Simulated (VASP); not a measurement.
Write the native input for VASP 6.6.1 that does the following.

```yaml
Task: single point
Functional: LDA
Potentials_or_basis: VASP PAW LDA potentials, release 64 (Ta_pv, N)
Cutoff: 520 eV
k_mesh: 5 × 5 × 8
Occupations: fermi-dirac, width 0.03 eV
Spin: no spin polarisation
Dipole_correction: no
Further_INCAR_settings: ALGO = Normal; EDIFF = 1e-07; NBANDS = 33
```

The structure of TaN lies in POSCAR:

```
TaN
1.0
    5.1331492632      0.0000000000      0.0000000000
   -2.5665746316      4.4454376634      0.0000000000
    0.0000000000      0.0000000000      2.9080000000
Ta N
3 3
Direct
    0.0000000000      0.0000000000      0.0000000000
    0.3333333333      0.6666666667      0.5000000000
    0.6666666667      0.3333333333      0.5000000000
    0.5000000000      0.0000000000      0.0000000000
    0.5000000000      0.5000000000      0.0000000000
    0.0000000000      0.5000000000      0.0000000000
```

This cell differs from its parent crystal: equal xx and yy strain of -1 %.

One way to write it, as run:

INCAR

```
SYSTEM = TaN
PREC = Accurate ; ENCUT = 520
EDIFF = 1E-7 ; ISMEAR = -1
SIGMA = 0.03 ; LREAL = .FALSE.
LASPH = .TRUE. ; NELM = 80
ALGO = Normal ; ISIF = 2
LWAVE = .FALSE. ; LCHARG = .FALSE.
NBANDS = 33
```

KPOINTS

```
regular mesh
0
G
  5 5 8
  0 0 0
```

Potentials or basis: VASP PAW LDA potentials, release 64 (Ta_pv, N).

The run is started by

```sh
$ cat potpaw_LDA.64/Ta_pv/POTCAR potpaw_LDA.64/N/POTCAR > POTCAR
$ mpirun -np 1 vasp_std > vasp.out
```

It gave:

```yaml
Pressure: 3.0 GPa
Band_gap_on_the_k_mesh: zero (bands 24 and 25 overlap by 2.19 eV)
```

Caveat: the cell differs from its parent crystal (equal xx and yy strain of -1 %); spin-orbit coupling is left out, which moves the levels of the heavy elements.

It took 92 s on 1 thread of AMD EPYC 7R13 (shared host), peak memory 0.16 GiB.
